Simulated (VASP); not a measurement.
Set up this calculation in VASP 6.6.1, as the native input.

```
Task                   : single point
Functional             : PBE
Potentials or basis    : VASP PAW PBE potentials, release 64 (Ti_sv, Sn_d, O)
Cutoff                 : 520 eV
k mesh                 : 6 × 6 × 4
Occupations            : gaussian, width 0.1 eV
Spin                   : no spin polarisation
Dipole correction      : no
Further INCAR settings : ALGO = Normal; EDIFF = 1e-06; NBANDS = 48
```

The structure of TiSn2O6 lies in POSCAR:

```
TiSn2O6
1.0
    7.4231150000     -1.5734449000      0.0000000000
    7.4231150000      1.5734449000      0.0000000000
   -0.1767637000      0.0000000000      4.9315937000
Ti Sn O
1 2 6
Direct
    0.3433500000      0.3433500000      0.9743440000
    0.6577530000      0.6577530000      0.0198640000
    0.9954710000      0.9954710000      0.4971590000
    0.4330030000      0.4330030000      0.6952200000
    0.7830700000      0.7830700000      0.8079250000
    0.0961720000      0.0961720000      0.8096560000
    0.8994470000      0.8994470000      0.1832780000
    0.2293180000      0.2293180000      0.1935650000
    0.5624150000      0.5624150000      0.3189890000
```

These files were run (other wordings do the same):

INCAR

```
SYSTEM = TiSn2O6
PREC = Accurate ; ENCUT = 520
EDIFF = 1E-6 ; ISMEAR = 0
SIGMA = 0.1 ; LREAL = .FALSE.
LASPH = .TRUE. ; NELM = 60
ALGO = Normal ; ISIF = 2
LWAVE = .FALSE. ; LCHARG = .FALSE.
GGA = PE ; NBANDS = 48
```

KPOINTS

```
regular mesh
0
G
  6 6 4
  0 0 0
```

Potentials or basis: VASP PAW PBE potentials, release 64 (Ti_sv, Sn_d, O).

The run is started by

```console
$ cat potpaw_PBE.64/Ti_sv/POTCAR potpaw_PBE.64/Sn_d/POTCAR potpaw_PBE.64/O/POTCAR > POTCAR
$ mpirun -np 1 vasp_std > vasp.out
```

It gave:

* Pressure: 0.6 GPa
* Largest force: 0.055 eV/Å
* Band gap on the k mesh: 1.85 eV (least direct gap 1.97 eV)

Caveat: spin-orbit coupling is left out, which moves the levels of the heavy elements.

It took 13 min on 1 thread of Intel(R) Xeon(R) Platinum 8259CL CPU @ 2.50GHz (Skylake/Cascade Lake) (shared host), peak memory 0.48 GiB.
